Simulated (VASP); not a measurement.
# Si2W (C2/m) in VASP: electric field gradients with PBE

Aim: the electric field gradients of Si2W with PBE.

Everything below comes from runs of VASP 6.6.1. Logs are shortened: lines on timing, memory, paths and dates and some standing lists are left out, and cuts for length are marked.

**1. The cell of the first run**

Symmetry: C2/m, No. 12, monoclinic system. Conventional cell: a = 4.475 Å, b = 4.611 Å, c = 4.448 Å, α = 90.00°, β = 117.72°, γ = 90.00°. Within 3.4 Å of Si (site symmetry m) lie 9 Si at 2.54 to 3.21 Å and 5 W at 2.55 to 2.65 Å. W (site symmetry 2/m) has 10 Si at 2.55 to 2.65 Å and 4 W at 3.21 Å within 3.4 Å.

**2. Electric field gradients, PBE (equal xy, yz and zx shear strains of -3 %)**

INCAR

```
SYSTEM = Si2W
PREC = Accurate
ENCUT = 520
EDIFF = 1E-8
ISMEAR = -1
SIGMA = 0.05
LREAL = .False.
LASPH = .True.
NELM = 60
ALGO = Normal
ISIF = 2
LWAVE = .False.
LCHARG = .False.
GGA = PE
LEFG = .True.
NBANDS = 18
```

KPOINTS

```
Automatic mesh
0
Gamma
  11 11 14
  0 0 0
```

POSCAR

```
Si2W
1.0
   -1.6891900000      1.5709900000      3.9400000000
    1.5709900000     -1.6891900000      3.9400000000
    1.6410100000      1.6410100000     -3.9881800000
Si W
2 1
Direct
    0.3330000000      0.3330000000      0.0000000000
    0.6670000000      0.6670000000      0.0000000000
    0.0000000000      0.0000000000      0.0000000000
```

Potentials or basis: VASP PAW PBE potentials, release 64 (Si, W_sv).

The run is started by

```sh
$ cat potpaw_PBE.64/Si/POTCAR potpaw_PBE.64/W_sv/POTCAR > POTCAR
$ mpirun -np 1 vasp_std > vasp.out
```

OUTCAR:

```text
SYSTEM = Si2W
   PREC = Accurate
   ENCUT = 520
   EDIFF = 1E-8
   ISMEAR = -1
   LREAL = .False.
   LASPH = .True.
   NELM = 60
   ISIF = 2
   GGA = PE

 ion  position               nearest neighbor table
   1  0.333  0.333  0.000-   2 2.54   3 2.55   3 2.62   2 2.63   2 2.64   3 2.64   2 2.65   2 2.65
                             3 2.65   3 2.65
   2  0.667  0.667  0.000-   1 2.54   3 2.55   3 2.62   1 2.63   1 2.64   3 2.64   1 2.65   1 2.65
                             3 2.65   3 2.65
   3  0.000  0.000  0.000-   2 2.55   1 2.55   2 2.62   1 2.62   2 2.64   1 2.64   2 2.65   1 2.65
                             1 2.65   2 2.65

  Warning from LATTYP: Got some problem with cell dimensions!
  Tried to take original basis but could not verify dimensions!
  LATTYP: Found a base centered monoclinic cell.
 ALAT       =     4.4753546490
 B/A-ratio  =     1.0302179678
 C/A-ratio  =     0.9938741376
 COS(beta)  =    -0.4652229770

  Lattice vectors:

 A1 = (  -3.2120000000,   0.0481800000,   0.0481800000)
 A2 = (   0.0481800000,  -3.2120000000,   0.0481800000)
 A3 = (   1.5228100000,   1.5228100000,   3.8918200000)

Analysis of symmetry for initial positions (statically):
=====================================================================
 Subroutine PRICEL returns:
 Original cell was already a primitive cell.

 Routine SETGRP: Setting up the symmetry group for a
 base centered monoclinic supercell.

 Subroutine GETGRP returns: Found  4 space group operations
 (whereof  4 operations were pure point group operations)
 out of a pool of  4 trial point group operations.

The static configuration has the point symmetry C_2h.

Analysis of symmetry for dynamics (positions and initial velocities):
=====================================================================
 Subroutine PRICEL returns:
 Original cell was already a primitive cell.

 Routine SETGRP: Setting up the symmetry group for a
 base centered monoclinic supercell.

 Subroutine GETGRP returns: Found  4 space group operations
 (whereof  4 operations were pure point group operations)
 out of a pool of  4 trial point group operations.

The dynamic configuration has the point symmetry C_2h.

 Subroutine INISYM returns: Found  4 space group operations
 (whereof  4 operations are pure point group operations),
 and found     1 'primitive' translations

----------------------------------------------------------------------------------------

                                     Primitive cell

  volume of cell :      40.6210

  direct lattice vectors                    reciprocal lattice vectors
    -1.689190000  1.570990000  3.940000000     0.006676696  0.313408226  0.131704827
     1.570990000 -1.689190000  3.940000000     0.313408226  0.006676696  0.131704827
     1.641010000  1.641010000 -3.988180000     0.316218072  0.316218072  0.009486542

  length of vectors
     4.565629468  4.565629468  4.614261301     0.340022728  0.340022728  0.447300495

  position of ions in fractional coordinates (direct lattice)
     0.333000000  0.333000000  0.000000000
     0.667000000  0.667000000  0.000000000
     0.000000000  0.000000000  0.000000000

  ion indices of the primitive-cell ions
   primitive index   ion index
                 1           1
                 2           2
                 3           3

----------------------------------------------------------------------------------------

 KPOINTS: Automatic mesh

Automatic generation of k-mesh.
 Grid dimensions read from file:
 generate k-points for:   11   11   14

 Generating k-lattice:
[... 24 lines left out ...]
  0.454545 -0.000000 -0.000000      4.000000
[... 16 lines left out ...]
 -0.272727  0.181818 -0.000000      4.000000
 -0.181818  0.181818  0.000000      2.000000
 [... further k-points ...]
   k-points           NKPTS =    468   k-points in BZ     NKDIM =    468   number of bands    NBANDS=     18
   number of dos      NEDOS =    301   number of ions     NIONS =      3
   total plane-waves  NPLWV =  46656
   dimension x,y,z NGX =    36 NGY =   36 NGZ =   36
   dimension x,y,z NGXF=    72 NGYF=   72 NGZF=   72
   ions per type =               2   1
   NGX,Y,Z   is equivalent  to a cutoff of  13.11, 13.11, 12.97 a.u.
   NGXF,Y,Z  is equivalent  to a cutoff of  26.22, 26.22, 25.94 a.u.
 SYSTEM =  Si2W
   PREC   = accura    normal or accurate (medium, high low for compatibility)
   ISTART =      0    job   : 0-new  1-cont  2-samecut
   ICHARG =      2    charge: 1-file 2-atom 10-const
   ISPIN  =      1    spin polarized calculation?
   LNONCOLLINEAR =      F non collinear calculations
   LSORBIT =      F    spin-orbit coupling
   LASPH  =      T    aspherical Exc in radial PAW
   ENCUT  =  520.0 eV  38.22 Ry    6.18 a.u.   8.49  8.49  8.58*2*pi/ulx,y,z
   NELM   =     60;   NELMIN=  2; NELMDL= -5     # of ELM steps
   EDIFF  = 0.1E-07   stopping-criterion for ELM
   LREAL  =      F    real-space projection
   EDIFFG = 0.1E-06   stopping-criterion for IOM
   NSW    =      0    number of steps for IOM
   IBRION =     -1    ionic relax: 0-MD 1-quasi-New 2-CG
   NFREE  =      0    steps in history (QN), initial steepest desc. (CG)
   ISIF   =      2    stress and relaxation
   ISYM   =      2    0-nonsym 1-usesym 2-fastsym
   POTIM  = 0.5000    time-step for ionic-motion
   TEBEG  =    0.0;   TEEND  =   0.0 temperature during run
   PSTRESS=    0.0 pullay stress
   NELECT =      22.0000    total number of electrons
   NUPDOWN=      -1.0000    fix difference up-down
   EMIN   =  10.00;   EMAX   =-10.00  energy-range for DOS
   EFERMI =   0.00;   METHOD = LEGACY
   ISMEAR =    -1;   SIGMA  =   0.05  broadening in eV -4-tet -1-fermi 0-gaus
   EFERMI_NEDOS =   21; number of points for ismear=-14 and -15
   IALGO  =     38    algorithm
   IMIX   =      4    mixing-type and parameters
     AMIX     =   0.40;   BMIX     =  1.00
     AMIX_MAG =   1.60;   BMIX_MAG =  1.00
  volume/ion in A,a.u.               =      13.54        91.37
  Fermi-wavevector in a.u.,A,eV,Ry     =   1.334439  2.521724 24.228263  1.780727
  Thomas-Fermi vector in A             =   2.463220
   LORBIT       =      0    0 simple, 1 ext, 2 COOP (PROOUT), +10 PAW based schemes
   GGA     = PE    functional components
   LHFCALC =     F    Hartree Fock is set to
   AEXX    =    0.0000 exact exchange contribution
   IVDW    =     0    specifies the selected vdW correction
   LEPSILON=     F    determine dielectric tensor
   LRPA    =     F    only Hartree local field effects (RPA)
 non-spin polarized calculation
  energy-cutoff  :      520.00
  volume of cell :       40.62
 maximum number of plane-waves:      1116
 NGX is ok and might be reduce to    36
   NGX = 17   NGY = 17   NGZ = 17

 number of electron      22.0000000 magnetization

 Free energy of the ion-electron system (eV)
  ---------------------------------------------------
  ext. energy  EPLUGINS =         0.00000000
  ---------------------------------------------------
  free energy    TOTEN  =       -24.73457099 eV

  energy without entropy =      -24.73142299  energy(sigma->0) =      -24.73299699

 E-fermi :  11.9099     XC(G=0): -12.5074

 val. band max:       11.8909642961   @ k =  -0.3636  -0.4545   0.4286
 cond. band min:      11.9102074287   @ k =   0.2727   0.2727   0.2143
 fundamental gap:      0.0192431326
 Fermi energy:        11.9098745090

 k-point     1 :       0.0000    0.0000    0.0000
  band No.  band energies     occupation
      1     -61.9664      2.00000
      2     -26.2381      2.00000
      3     -26.1974      2.00000
      4     -26.1909      2.00000
      5      -2.1606      2.00000
      6       5.1035      2.00000
[... 481 lines left out ...]
      5      -1.1660      2.00000
      6       5.8794      2.00000
[... 10 lines left out ...]
     17      18.7312      0.00000
     18      18.9550      0.00000

 [... further k-points ...]

------------------------ aborting loop because EDIFF is reached ----------------------------------------

  FORCE on cell =-STRESS in cart. coord.  units (eV):
  Direction    XX          YY          ZZ          XY          YZ          ZX
  --------------------------------------------------------------------------------------
  -------------------------------------------------------------------------------------
  Total        0.8680844      0.8680844      0.1972263      1.6834306      1.6652267      1.6652268
  in kB       34.2390265     34.2390265      7.7790109     66.3979535     65.6799534     65.6799553
  external PRESSURE =      25.4190213 kB  Pullay stress =       0.0000000 kB

 VOLUME and BASIS-vectors are now :
 -----------------------------------------------------------------------------
  energy-cutoff  :      520.00
  volume of cell :       40.62
      direct lattice vectors                 reciprocal lattice vectors
    -1.689190000  1.570990000  3.940000000     0.006676696  0.313408226  0.131704827
     1.570990000 -1.689190000  3.940000000     0.313408226  0.006676696  0.131704827
     1.641010000  1.641010000 -3.988180000     0.316218072  0.316218072  0.009486542

 POSITION                                       TOTAL-FORCE (eV/Angst)
 -----------------------------------------------------------------------------------
     -0.03936     -0.03936      2.62404        -0.064437     -0.064437      0.175471
     -0.07884     -0.07884      5.25596         0.064437      0.064437     -0.175471
      0.00000      0.00000      0.00000        -0.000000      0.000000      0.000000
 -----------------------------------------------------------------------------------
    total drift:                                0.000000      0.000000     -0.000000

  FREE ENERGIE OF THE ION-ELECTRON SYSTEM (eV)
  ---------------------------------------------------
  free  energy   TOTEN  =       -24.7345709864 eV

  energy  without entropy=      -24.7314229873  energy(sigma->0) =      -24.73299699

 Electric field gradients (V/A^2)
---------------------------------------------------------------------
 ion       V_xx      V_yy      V_zz      V_xy      V_xz      V_yz
---------------------------------------------------------------------
   1       4.569     4.569    -9.139    -7.134    -5.656    -5.656
   2       4.569     4.569    -9.139    -7.134    -5.656    -5.656
   3      62.245    62.245  -124.489   -47.264   -41.927   -41.927
---------------------------------------------------------------------

 Electric field gradients after diagonalization (V/A^2)
 (convention: |V_zz| > |V_xx| > |V_yy|)
----------------------------------------------------------------------
 ion       V_xx      V_yy      V_zz     asymmetry (V_yy - V_xx)/ V_zz
----------------------------------------------------------------------
   1      11.703     2.796   -14.499       0.614
   2      11.703     2.796   -14.499       0.614
   3     109.509    36.781  -146.290       0.497
----------------------------------------------------------------------

           NMR quadrupolar parameters

 Cq : quadrupolar parameter    Cq=e*Q*V_zz/h
 eta: asymmetry parameters     (V_yy - V_xx)/ V_zz
 Q  : nuclear electric quadrupole moment in mb (millibarn)
----------------------------------------------------------------------
 ion       Cq(MHz)       eta       Q (mb)
----------------------------------------------------------------------
   1      -0.035       0.614       1.000
   2      -0.035       0.614       1.000
   3      -0.354       0.497       1.000
----------------------------------------------------------------------
```

Wall time 3.3 min (1 thread of Intel Xeon 6975P-C (Granite Rapids), shared host); peak memory 0.45 GiB.

Results:

| Item | Value |
| --- | --- |
| Free energy | -24.7346 eV |
| Pressure | 2.5 GPa |
| Largest force | 0.198 eV/Å |
| Band gap on the k mesh | zero (bands 11 and 12 overlap by 1.17 eV) |
| Largest electric field gradient by atom | Si -14.5; W -146.3 V/Å² |

Forces in eV/Å, atoms in the order of the input:
```
Si  -0.064 -0.064  0.175
Si   0.064  0.064 -0.175
W    0.000  0.000  0.000
```

Stress tensor (GPa, compression positive):
```
3.42 6.64 6.57
6.64 3.42 6.57
6.57 6.57 0.78
```

Electric field gradients, principal values (V/Å²):
| atom | least | middle | greatest (by size) |
| --- | --- | --- | --- |
| 1 Si | 2.796 | 11.703 | -14.499 |
| 2 Si | 2.796 | 11.703 | -14.499 |
| 3 W | 36.781 | 109.509 | -146.290 |

Caveat: the cell differs from its parent crystal (equal xy, yz and zx shear strains of -3 %); without QUAD_EFG the Cq values of the log hold for a quadrupole moment of 1 mb, not for the nuclei; spin-orbit coupling is left out, which moves the levels of the heavy elements.
